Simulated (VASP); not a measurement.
# SiGe (P6_3mc) in VASP: a series of runs

The runs below take SiGe through single point, with PBEsol.

Everything below comes from runs of VASP 6.6.1. Logs are shortened: lines on timing, memory, paths and dates and some standing lists are left out, and cuts for length are marked.

## 1. The cell of the first run

Symmetry: P6_3mc, No. 186, hexagonal system. Conventional cell: a = 4.021 Å, b = 4.021 Å, c = 6.064 Å, α = 90.00°, β = 90.00°, γ = 120.00°. Si (site symmetry 3m) has 4 Ge at 2.27 to 2.44 Å within 3.0 Å. Within 3.0 Å of Ge (site symmetry 3m) lie 4 Si at 2.27 to 2.44 Å.

## 2. Single point, PBEsol (21.22 Å³/atom)

Contents of INCAR:

```
SYSTEM = SiGe
  ALGO = Normal
  EDIFF = 1E-6
  ENCUT = 520
  GGA = PS
  ISIF = 2
  ISMEAR = 0
  LASPH = .TRUE.
  LCHARG = .TRUE.
  LELF = .TRUE.
  LREAL = .FALSE.
  LVHAR = .TRUE.
  LWAVE = .FALSE.
  NBANDS = 26
  NELM = 100
  PREC = Accurate
  SIGMA = 0.03
```

Contents of KPOINTS:

```
k-points
0
G
  12 12 6
  0 0 0
```

Contents of POSCAR:

```
SiGe
1.0
    4.0206000012      0.0000000000      0.0000000000
   -2.0103000006      3.4819417395      0.0000000000
    0.0000000000      0.0000000000      6.0638689218
Si Ge
2 2
Direct
    0.6666666667      0.3333333333      0.8745463082
    0.3333333333      0.6666666667      0.3745463082
    0.6666666667      0.3333333333      0.5004526918
    0.3333333333      0.6666666667      0.0004526918
```

Potentials or basis: VASP PAW PBE potentials, release 64 (Si, Ge_d).

On the command line:

```console
> cat potpaw_PBE.64/Si/POTCAR potpaw_PBE.64/Ge_d/POTCAR > POTCAR
> mpirun -np 1 vasp_std > vasp.out
```

OUTCAR:

```text
SYSTEM = SiGe
   EDIFF = 1E-6
   ENCUT = 520
   GGA = PS
   ISIF = 2
   ISMEAR = 0
   LASPH = .TRUE.
   LREAL = .FALSE.
   NELM = 100
   PREC = Accurate

 ion  position               nearest neighbor table
   1  0.667  0.333  0.875-   3 2.27   4 2.44   4 2.44   4 2.44
   2  0.333  0.667  0.375-   4 2.27   3 2.44   3 2.44   3 2.44
   3  0.667  0.333  0.500-   1 2.27   2 2.44   2 2.44   2 2.44
   4  0.333  0.667  0.000-   2 2.27   1 2.44   1 2.44   1 2.44

  LATTYP: Found a hexagonal cell.
 ALAT       =     4.0206000012
 C/A-ratio  =     1.5082000000

  Lattice vectors:

 A1 = (   4.0206000012,   0.0000000000,   0.0000000000)
 A2 = (  -2.0103000006,   3.4819417395,   0.0000000000)
 A3 = (   0.0000000000,   0.0000000000,   6.0638689218)

Analysis of symmetry for initial positions (statically):
=====================================================================
 Subroutine PRICEL returns:
 Original cell was already a primitive cell.

 Routine SETGRP: Setting up the symmetry group for a
 hexagonal supercell.

 Subroutine GETGRP returns: Found 12 space group operations
 (whereof  6 operations were pure point group operations)
 out of a pool of 24 trial point group operations.

The static configuration has the point symmetry C_3v.
 The point group associated with its full space group is C_6v.

Analysis of symmetry for dynamics (positions and initial velocities):
=====================================================================
 Subroutine PRICEL returns:
 Original cell was already a primitive cell.

 Routine SETGRP: Setting up the symmetry group for a
 hexagonal supercell.

 Subroutine GETGRP returns: Found 12 space group operations
 (whereof  6 operations were pure point group operations)
 out of a pool of 24 trial point group operations.

The dynamic configuration has the point symmetry C_3v.
 The point group associated with its full space group is C_6v.

 Subroutine INISYM returns: Found 12 space group operations
 (whereof  6 operations are pure point group operations),
 and found     1 'primitive' translations

----------------------------------------------------------------------------------------

                                     Primitive cell

  volume of cell :      84.8911

  direct lattice vectors                    reciprocal lattice vectors
     4.020600001  0.000000000  0.000000000     0.248719097  0.143598037  0.000000000
    -2.010300001  3.481941739  0.000000000     0.000000000  0.287196075  0.000000000
     0.000000000  0.000000000  6.063868922     0.000000000  0.000000000  0.164911216

  length of vectors
     4.020600001  4.020600001  6.063868922     0.287196075  0.287196075  0.164911216

  position of ions in fractional coordinates (direct lattice)
     0.666666667  0.333333333  0.874546308
     0.333333333  0.666666667  0.374546308
     0.666666667  0.333333333  0.500452692
     0.333333333  0.666666667  0.000452692

  ion indices of the primitive-cell ions
   primitive index   ion index
                 1           1
                 2           2
                 3           3
                 4           4

----------------------------------------------------------------------------------------

 KPOINTS: k-points

Automatic generation of k-mesh.
 Grid dimensions read from file:
 generate k-points for:   12   12    6

 Generating k-lattice:

  Cartesian coordinates                     Fractional coordinates (reciprocal lattice)
     0.020726591  0.011966503  0.000000000     0.083333333  0.000000000  0.000000000
     0.000000000  0.023933006  0.000000000     0.000000000  0.083333333  0.000000000
     0.000000000  0.000000000  0.027485203     0.000000000  0.000000000  0.166666667

  Length of vectors
     0.023933006  0.023933006  0.027485203

  Shift w.r.t. Gamma in fractional coordinates (k-lattice)
     0.000000000  0.000000000  0.000000000

 Subroutine IBZKPT returns following result:
 ===========================================

 Found     76 irreducible k-points:

 Following reciprocal coordinates:
            Coordinates               Weight
  0.000000  0.000000  0.000000      1.000000
  0.083333  0.000000  0.000000      6.000000
  0.166667  0.000000  0.000000      6.000000
  0.250000  0.000000  0.000000      6.000000
  0.333333 -0.000000  0.000000      6.000000
  0.416667  0.000000  0.000000      6.000000
[... 16 lines left out ...]
  0.250000  0.000000  0.166667     12.000000
  0.333333 -0.000000  0.166667     12.000000
 [... further k-points ...]
   k-points           NKPTS =     76   k-points in BZ     NKDIM =     76   number of bands    NBANDS=     26
   number of dos      NEDOS =    301   number of ions     NIONS =      4
   total plane-waves  NPLWV =  43200
   dimension x,y,z NGX =    30 NGY =   30 NGZ =   48
   dimension x,y,z NGXF=    60 NGYF=   60 NGZF=   96
   ions per type =               2   2
   NGX,Y,Z   is equivalent  to a cutoff of  12.40, 12.40, 13.16 a.u.
   NGXF,Y,Z  is equivalent  to a cutoff of  24.81, 24.81, 26.32 a.u.
 SYSTEM =  SiGe
   PREC   = accura    normal or accurate (medium, high low for compatibility)
   ISTART =      0    job   : 0-new  1-cont  2-samecut
   ICHARG =      2    charge: 1-file 2-atom 10-const
   ISPIN  =      1    spin polarized calculation?
   LNONCOLLINEAR =      F non collinear calculations
   LSORBIT =      F    spin-orbit coupling
   LASPH  =      T    aspherical Exc in radial PAW
   ENCUT  =  520.0 eV  38.22 Ry    6.18 a.u.   7.48  7.48 11.27*2*pi/ulx,y,z
   NELM   =    100;   NELMIN=  2; NELMDL= -5     # of ELM steps
   EDIFF  = 0.1E-05   stopping-criterion for ELM
   LREAL  =      F    real-space projection
   EDIFFG = 0.1E-04   stopping-criterion for IOM
   NSW    =      0    number of steps for IOM
   IBRION =     -1    ionic relax: 0-MD 1-quasi-New 2-CG
   NFREE  =      0    steps in history (QN), initial steepest desc. (CG)
   ISIF   =      2    stress and relaxation
   ISYM   =      2    0-nonsym 1-usesym 2-fastsym
   POTIM  = 0.5000    time-step for ionic-motion
   TEBEG  =    0.0;   TEEND  =   0.0 temperature during run
   PSTRESS=    0.0 pullay stress
   NELECT =      36.0000    total number of electrons
   NUPDOWN=      -1.0000    fix difference up-down
   EMIN   =  10.00;   EMAX   =-10.00  energy-range for DOS
   EFERMI =   0.00;   METHOD = LEGACY
   ISMEAR =     0;   SIGMA  =   0.03  broadening in eV -4-tet -1-fermi 0-gaus
   EFERMI_NEDOS =   21; number of points for ismear=-14 and -15
   IALGO  =     38    algorithm
   IMIX   =      4    mixing-type and parameters
     AMIX     =   0.40;   BMIX     =  1.00
     AMIX_MAG =   1.60;   BMIX_MAG =  1.00
  volume/ion in A,a.u.               =      21.22       143.22
  Fermi-wavevector in a.u.,A,eV,Ry     =   1.229952  2.324273 20.582658  1.512783
  Thomas-Fermi vector in A             =   2.364820
   LORBIT       =      0    0 simple, 1 ext, 2 COOP (PROOUT), +10 PAW based schemes
   GGA     = PS    functional components
   LHFCALC =     F    Hartree Fock is set to
   AEXX    =    0.0000 exact exchange contribution
   IVDW    =     0    specifies the selected vdW correction
   LEPSILON=     F    determine dielectric tensor
   LRPA    =     F    only Hartree local field effects (RPA)
 non-spin polarized calculation
 Gauss-broadening in eV      SIGMA  =   0.03
  energy-cutoff  :      520.00
  volume of cell :       84.89
 maximum number of plane-waves:      2315
 NGX is ok and might be reduce to    30
   NGX = 15   NGY = 15   NGZ = 23

 number of electron      36.0000012 magnetization

 Free energy of the ion-electron system (eV)
  ---------------------------------------------------
  ext. energy  EPLUGINS =         0.00000000
  ---------------------------------------------------
  free energy    TOTEN  =       -20.93539659 eV

  energy without entropy =      -20.93523304  energy(sigma->0) =      -20.93531482

 E-fermi :   5.4927     XC(G=0):  -9.8705

 val. band max:        5.4838087480   @ k =   0.0833   0.0000   0.0000
 cond. band min:       5.5014640940   @ k =   0.5000   0.0000   0.0000
 fundamental gap:      0.0176553460
 Fermi energy:         5.4926514954

 k-point     1 :       0.0000    0.0000    0.0000
  band No.  band energies     occupation
      1     -18.9753      2.00000
      2     -18.9729      2.00000
      3     -18.9607      2.00000
      4     -18.9607      2.00000
      5     -18.9576      2.00000
      6     -18.9576      2.00000
[... 18 lines left out ...]
     25       9.9157      0.00000
     26      11.6089      0.00000

 k-point     2 :       0.0833    0.0000    0.0000
  band No.  band energies     occupation
      1     -18.9752      2.00000
      2     -18.9728      2.00000
      3     -18.9607      2.00000
      4     -18.9604      2.00000
      5     -18.9576      2.00000
      6     -18.9572      2.00000
[... 18 lines left out ...]
     25      10.2028      0.00000
     26      11.1199      0.00000

 k-point     3 :       0.1667    0.0000    0.0000
  band No.  band energies     occupation
      1     -18.9749      2.00000
      2     -18.9723      2.00000
      3     -18.9607      2.00000
      4     -18.9595      2.00000
      5     -18.9575      2.00000
      6     -18.9562      2.00000
[... 18 lines left out ...]
     25      10.5567      0.00000
     26      10.9609      0.00000

 k-point     4 :       0.2500    0.0000    0.0000
  band No.  band energies     occupation
      1     -18.9747      2.00000
      2     -18.9717      2.00000
      3     -18.9607      2.00000
      4     -18.9583      2.00000
      5     -18.9573      2.00000
      6     -18.9549      2.00000
[... 18 lines left out ...]
     25      11.6531      0.00000
     26      11.8498      0.00000
[... 496 lines left out ...]
      1     -18.9747      2.00000
      2     -18.9725      2.00000
      3     -18.9606      2.00000
      4     -18.9593      2.00000
      5     -18.9577      2.00000
      6     -18.9565      2.00000
[... 18 lines left out ...]
     25      10.6650      0.00000
     26      11.2735      0.00000

 k-point    23 :       0.2500    0.0000    0.1667
  band No.  band energies     occupation
      1     -18.9745      2.00000
      2     -18.9719      2.00000
      3     -18.9605      2.00000
      4     -18.9581      2.00000
      5     -18.9575      2.00000
      6     -18.9551      2.00000
[... 18 lines left out ...]
     25      11.5215      0.00000
     26      11.6637      0.00000

 k-point    24 :       0.3333   -0.0000    0.1667
  band No.  band energies     occupation
      1     -18.9745      2.00000
      2     -18.9713      2.00000
      3     -18.9604      2.00000
      4     -18.9572      2.00000
      5     -18.9570      2.00000
      6     -18.9538      2.00000
[... 18 lines left out ...]
     25      12.3788      0.00000
     26      12.6047      0.00000

 [... further k-points ...]

------------------------ aborting loop because EDIFF is reached ----------------------------------------

  FORCE on cell =-STRESS in cart. coord.  units (eV):
  Direction    XX          YY          ZZ          XY          YZ          ZX
  --------------------------------------------------------------------------------------
  -------------------------------------------------------------------------------------
  Total       -3.0642715     -3.0642715      8.1154248      0.0000000      0.0000000      0.0000000
  in kB      -57.8329911    -57.8329911    153.1650465      0.0000000      0.0000000      0.0000000
  external PRESSURE =      12.4996881 kB  Pullay stress =       0.0000000 kB

 VOLUME and BASIS-vectors are now :
 -----------------------------------------------------------------------------
  energy-cutoff  :      520.00
  volume of cell :       84.89
      direct lattice vectors                 reciprocal lattice vectors
     4.020600001  0.000000000  0.000000000     0.248719097  0.143598037  0.000000000
    -2.010300001  3.481941739  0.000000000     0.000000000  0.287196075  0.000000000
     0.000000000  0.000000000  6.063868922     0.000000000  0.000000000  0.164911216

 POSITION                                       TOTAL-FORCE (eV/Angst)
 -----------------------------------------------------------------------------------
      2.01030      1.16065      5.30313         0.000000     -0.000000      1.215846
     -0.00000      2.32129      2.27120        -0.000000      0.000000      1.215846
      2.01030      1.16065      3.03468         0.000000      0.000000     -1.215846
     -0.00000      2.32129      0.00275        -0.000000      0.000000     -1.215846
 -----------------------------------------------------------------------------------
    total drift:                               -0.000000     -0.000000     -0.000004

  FREE ENERGIE OF THE ION-ELECTRON SYSTEM (eV)
  ---------------------------------------------------
  free  energy   TOTEN  =       -20.9353965922 eV

  energy  without entropy=      -20.9352330394  energy(sigma->0) =      -20.93531482
```

Wall time 2.4 min (1 thread of Intel Xeon Platinum 8259CL at 2.50GHz (Skylake/Cascade Lake), shared host); peak memory 0.29 GiB.

Results:

| Quantity | Value |
| --- | --- |
| Free energy | -20.9354 eV |
| Pressure | 1.2 GPa |
| Largest force | 1.216 eV/Å |
| Band gap on the k mesh | zero (bands 18 and 19 overlap by 0.28 eV) |

Forces in eV/Å, atoms in the order of the input:
```
Si   0.000  0.000  1.216
Si   0.000  0.000  1.216
Ge   0.000  0.000 -1.216
Ge   0.000  0.000 -1.216
```

Stress tensor (GPa, compression positive):
```
-5.78  0.00  0.00
 0.00 -5.78  0.00
 0.00  0.00 15.32
```

Levels at points of the mesh, in eV from the Fermi level:
```tsv
k point	band 14	band 15	band 16	band 17	band 18	band 19	band 20	band 21	band 22	band 23
(0.00, 0.00, 0.00)	-2.00	-2.00	-0.44	-0.25	0.13	0.13	1.58	1.58	1.63	3.88
(0.50, 0.00, 0.00)	-5.92	-4.86	-3.44	-3.13	-1.24	0.01	2.21	2.98	3.41	5.70
(0.00, 0.00, 0.50)	-4.21	-1.23	-1.23	-1.23	-1.23	0.66	0.66	2.88	2.88	2.88
(0.50, 0.00, 0.50)	-7.50	-2.62	-2.62	-2.25	-2.25	0.69	0.69	2.24	2.24	5.95
```

Caveat: the stress differs along the axes, from -6 to 15 GPa; semilocal functionals underestimate gaps, and a narrow one can read as zero; the PAW data sets were made with another functional, which shifts forces and pressure a little.

## 3. Single point, PBEsol (22.07 Å³/atom)

This run uses another cell than the first one, of 22.07 Å³/atom.

Contents of INCAR:

```
ALGO = Normal
EDIFF = 1E-7
ENCUT = 520
GGA = PS
ISIF = 2
ISMEAR = 0
LASPH = T
LCHARG = F
LREAL = F
LWAVE = F
NBANDS = 26
NELM = 60
PREC = Accurate
SIGMA = 0.03
```

Contents of KPOINTS:

```
k-points
0
Gamma
  12 12 6
```

Contents of POSCAR:

```
SiGe
1.0
    3.7192184236      0.0000000000      0.0000000000
   -1.8596092118      3.2209376370      0.0000000000
    0.0000000000      0.0000000000      7.3700032282
Si Ge
2 2
Direct
    0.6666666667      0.3333333333      0.8745463082
    0.3333333333      0.6666666667      0.3745463082
    0.6666666667      0.3333333333      0.5004526918
    0.3333333333      0.6666666667      0.0004526918
```

Potentials or basis: VASP PAW PBE potentials, release 64 (Si, Ge_d).

On the command line:

```console
> cat potpaw_PBE.64/Si/POTCAR potpaw_PBE.64/Ge_d/POTCAR > POTCAR
> mpirun -np 1 vasp_std > vasp.out
```

It took 2.5 min on 1 thread of Intel Xeon Platinum 8259CL at 2.50GHz (Skylake/Cascade Lake), shared host; peak memory 0.29 GiB.

It converged, with:

- Free energy: -20.3190 eV
- Pressure: 0.5 GPa
- Largest force: 0.721 eV/Å
- Band gap on the k mesh: zero (bands 18 and 19 overlap by 0.65 eV)

Forces on the atoms (eV/Å):
```
Si   0.000  0.000 -0.721
Si   0.000  0.000 -0.721
Ge   0.000  0.000  0.721
Ge   0.000  0.000  0.721
```

Stress tensor (GPa, compression positive):
```
  8.26   0.00   0.00
  0.00   8.26   0.00
  0.00   0.00 -14.90
```

Levels at points of the mesh, in eV from the Fermi level:
```tsv
k point	band 14	band 15	band 16	band 17	band 18	band 19	band 20	band 21	band 22	band 23
(0.00, 0.00, 0.00)	-0.87	-0.58	-0.35	-0.35	0.41	0.41	2.42	3.30	3.30	3.50
(0.50, 0.00, 0.00)	-6.71	-4.00	-2.35	-2.22	-1.40	1.25	1.38	2.75	3.04	3.43
(0.00, 0.00, 0.50)	-4.85	-0.02	-0.02	-0.02	-0.02	2.84	2.84	3.90	3.90	3.90
(0.50, 0.00, 0.50)	-7.33	-2.60	-2.60	-1.86	-1.86	0.38	0.38	2.08	2.08	5.98
```

Caveat: the stress differs along the axes, from -15 to 8 GPa; semilocal functionals underestimate gaps, and a narrow one can read as zero; the PAW data sets were made with another functional, which shifts forces and pressure a little.

The gap in the log of VASP goes by the Fermi energy; the results here count the filled bands.